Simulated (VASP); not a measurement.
Here is a VASP 6.6.1 calculation.

File INCAR:

```
SYSTEM = ZnO
PREC = Accurate
ENCUT = 520
EDIFF = 1E-6
ISMEAR = 0
SIGMA = 0.05
LREAL = .FALSE.
LASPH = .TRUE.
NELM = 100
ALGO = Normal
ISIF = 2
LWAVE = .FALSE.
LCHARG = .TRUE.
GGA = PS
LELF = .TRUE.
LVHAR = .TRUE.
NBANDS = 26
```

KPOINTS

```
regular mesh
0
G
  9 9 6
  0 0 0
```

File POSCAR:

```
ZnO
1.0
    3.2309318303      0.0000000000      0.0000000000
   -1.6154659151      2.7980690429      0.0000000000
    0.0000000000      0.0000000000      5.2153681419
Zn O
2 2
Direct
    0.3333333333      0.6666666667      0.0015754469
    0.6666666667      0.3333333333      0.5015754469
    0.3333333333      0.6666666667      0.3503636909
    0.6666666667      0.3333333333      0.8503636909
```

Potentials or basis: VASP PAW PBE potentials, release 64 (Zn, O).

Run with:

```sh
$ cat potpaw_PBE.64/Zn/POTCAR potpaw_PBE.64/O/POTCAR > POTCAR
$ mpirun -np 1 vasp_std > vasp.out
```

(1) What does it give for the pressure?

(2) Predict the largest force.

## Answers

(1) 3.4 GPa.

(2) 1.763 eV/Å.

Caveat: the PAW data sets were made with another functional, which shifts forces and pressure a little.
